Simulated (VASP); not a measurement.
Write the native input for VASP 6.6.1 that does the following.

| Quantity | Value |
| --- | --- |
| Task | single point |
| Functional | PBEsol |
| Potentials or basis | VASP PAW PBE potentials, release 64 (Ta_sv_GW, N) |
| Cutoff | 700 eV |
| k mesh | 18 × 18 × 18 |
| Occupations | gaussian, width 0.15 eV |
| Spin | no spin polarisation |
| Dipole correction | no |
| Further INCAR settings | ALGO = Normal; EDIFF = 1e-06; NBANDS = 16 |

The structure of TaN lies in POSCAR:

```
TaN
1.0
    0.0000000000      2.1790000000      2.1790000000
    2.1790000000      0.0000000000      2.1790000000
    2.1790000000      2.1790000000      0.0000000000
Ta N
1 1
Direct
    0.5143414410      0.5143414410      0.4856585590
    0.0000000000      0.0000000000      0.0000000000
```

This cell differs from its parent crystal: all Ta atoms moved +0.062 Å, as atom 1 along Cartesian [0 0 1].

These files were run (other wordings do the same):

INCAR

```
ALGO = Normal
EDIFF = 1E-6
ENCUT = 700
GGA = PS
GGA_COMPAT = False
ISIF = 2
ISMEAR = 0
LASPH = True
LCHARG = False
LREAL = False
LWAVE = False
NBANDS = 16
NELM = 120
PREC = Accurate
SIGMA = 0.15
```

KPOINTS

```
k-points
0
Gamma
  18 18 18
```

Potentials or basis: VASP PAW PBE potentials, release 64 (Ta_sv_GW, N).

Launch:

```bash
$ cat potpaw_PBE.64/Ta_sv_GW/POTCAR potpaw_PBE.64/N/POTCAR > POTCAR
$ mpirun -np 1 vasp_std > vasp.out
```

Results of the run:

| Item | Value |
| --- | --- |
| Pressure | 5.2 GPa |
| Largest force | 0.565 eV/Å |
| Band gap on the k mesh | zero (bands 9 and 10 overlap by 4.04 eV) |

Caveat: the cell differs from its parent crystal (all Ta atoms moved +0.062 Å, as atom 1 along Cartesian [0 0 1]); the cell stands under pressure; the PAW data sets were made with another functional, which shifts forces and pressure a little; spin-orbit coupling is left out, which moves the levels of the heavy elements.

Wall time 110 s on 1 thread of Intel(R) Xeon(R) 6975P-C (Granite Rapids) (shared host), peak memory 0.39 GiB.
